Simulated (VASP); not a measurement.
CaO, 2 atoms in the cell. It takes space group Fm-3m (No. 225, cubic). The conventional cell has a = 4.775 Å, b = 4.775 Å, c = 4.775 Å, α = 90.00°, β = 90.00°, γ = 90.00°. Ca (site symmetry m-3m) has 6 O at 2.39 Å within 3.2 Å. Within 3.2 Å of O (site symmetry m-3m) lie 6 Ca at 2.39 Å. 

- Program: VASP 6.6.1
- Task: single point
- Functional: PBE
- Potentials or basis: VASP PAW PBE potentials, release 64 (Ca_sv, O)
- Cutoff: 520 eV
- k mesh: 10 × 10 × 10
- Occupations: fermi-dirac, width 0.05 eV
- Spin: no spin polarisation
- Dipole correction: no
- Further INCAR settings: ALGO = Normal; EDIFF = 1e-07; NBANDS = 15

Potentials or basis: VASP PAW PBE potentials, release 64 (Ca_sv, O).

Launch:

```console
$ cat potpaw_PBE.64/Ca_sv/POTCAR potpaw_PBE.64/O/POTCAR > POTCAR
$ mpirun -np 1 vasp_std > vasp.out
```

Hardware: 1 thread of Intel(R) Xeon(R) Platinum 8488C (Sapphire Rapids), on a shared host.

Q: Estimate the wall time of this run.

A: Run time: 14 s on 1 thread of Intel(R) Xeon(R) Platinum 8488C (Sapphire Rapids), on a shared host, peak memory 0.16 GiB. Counts: scf iterations 14, k points 47.
